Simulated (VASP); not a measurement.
A run of VASP 6.6.1 is set up as follows.

INCAR

```
PREC = Accurate
ENCUT = 520
EDIFF = 1E-8
ISMEAR = 1
SIGMA = 0.1
LREAL = False
LASPH = True
NELM = 100
ALGO = Normal
ISIF = 2
LWAVE = False
LCHARG = False
GGA = PS
IBRION = 8
NSW = 1
```

Contents of KPOINTS:

```
regular mesh
0
Gamma
  10 10 6
```

Contents of POSCAR:

```
HfC
1.0
    3.3428660500      0.0000000000      0.0000000000
   -1.6714330300      2.8950069200      0.0000000000
    0.0000000000      0.0000000000      5.2027140000
Hf C
2 2
Direct
    0.6666666700      0.3333333300      0.7500000000
    0.3333333300      0.6666666700      0.2500000000
    0.0000000000      0.0000000000      0.0000000000
    0.0000000000      0.0000000000      0.5000000000
```

Potentials or basis: VASP PAW PBE potentials, release 64 (Hf_pv, C).

Command:

```console
$ cat potpaw_PBE.64/Hf_pv/POTCAR potpaw_PBE.64/C/POTCAR > POTCAR
$ mpirun -np 1 vasp_std > vasp.out
```

Problem. Estimate the highest phonon frequency at Γ, LO-TO splitting left out.

Solution. 610 cm⁻¹.

Phonon frequencies in cm⁻¹ (negative: imaginary):
```tsv
q point	frequencies
(0.000, 0.000, 0.000)	0 0 0 147 147 222 352 459 459 580 610 610
```

Caveat: the cell wasn't relaxed at this level first, which shifts response properties.
